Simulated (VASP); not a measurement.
Here is a VASP 6.6.1 calculation.

The input INCAR:

```
PREC = Accurate
ENCUT = 400
EDIFF = 1E-6
ISMEAR = 0
SIGMA = 0.01
LREAL = Auto
LASPH = True
NELM = 200
ALGO = Normal
ISIF = 2
LWAVE = False
LCHARG = False
ISPIN = 2
MAGMOM = 0.143 0.143 0 0.143 0.143 0 0.143 0 0 0 0 0 0 0 0.143 0.143 0 0 0 0 0 0 0 0 0 0 0 0 0 0 0 0
LORBIT = 11
GGA = PE
NELECT = 121.0
NBANDS = 87
GGA_COMPAT = False
```

The input KPOINTS:

```
Automatic mesh
0
Gamma
  2 2 2
  0.5 0.5 0.5
```

File POSCAR:

```
Na15H17
1.0
   -4.8309073878      4.8309073878      4.8309073878
    4.8309073878     -4.8309073878      4.8309073878
    4.8309073878      4.8309073878     -4.8309073878
H Na
17 15
Direct
    0.5000000000      0.5000000000      0.0000000000
    0.5000000000      0.7455382723      0.2455382723
    0.5000000000      0.0000000000      0.0000000000
    0.5000000000      0.2544617277      0.7544617277
    0.7455382723      0.5000000000      0.2455382723
    0.5000000000      0.5000000000      0.5000000000
    0.7455382723      0.7455382723      0.0000000000
    0.7500000000      0.0000000000      0.7500000000
    0.0000000000      0.2500000000      0.2500000000
    0.7500000000      0.2500000000      0.5000000000
    0.0000000000      0.5000000000      0.0000000000
    0.0000000000      0.7500000000      0.7500000000
    0.2500000000      0.0000000000      0.2500000000
    0.0000000000      0.0000000000      0.5000000000
    0.2544617277      0.2544617277      0.0000000000
    0.2544617277      0.5000000000      0.7544617277
    0.2500000000      0.7500000000      0.5000000000
    0.5000000000      0.7452178272      0.7547821728
    0.5000000000      0.0000000000      0.5000000000
    0.7452178272      0.2547821728      0.0000000000
    0.5000000000      0.2547821728      0.2452178272
    0.7452178272      0.5000000000      0.7547821728
    0.7452178272      0.7452178272      0.4904356545
    0.0000000000      0.0000000000      0.0000000000
    0.7452178272     -0.0095643455      0.2452178272
    0.0095643455      0.2547821728      0.7547821728
    0.0000000000      0.5000000000      0.5000000000
    0.2547821728      0.7452178272      0.0000000000
   -0.0095643455      0.7452178272      0.2452178272
    0.2547821728      0.0095643455      0.7547821728
    0.2547821728      0.2547821728      0.5095643455
    0.2547821728      0.5000000000      0.2452178272
```

Potentials or basis: VASP PAW PBE potentials, release 64 (H, Na_pv).

The run is started by

```console
$ cat potpaw_PBE.64/H/POTCAR potpaw_PBE.64/Na_pv/POTCAR > POTCAR
$ mpirun -np 1 vasp_std > vasp.out
```

(1) What does it give for the largest force?

(2) Estimate the site moments.

Results:

(1) 0.017 eV/Å.

(2) H -0.04, +0.03, +0.01 (each value once); Na -0.00 μB.

Caveat: the k points lie up to 0.46 Å⁻¹ apart; the cell carries a net charge on a neutralising background, which shifts energy and pressure.
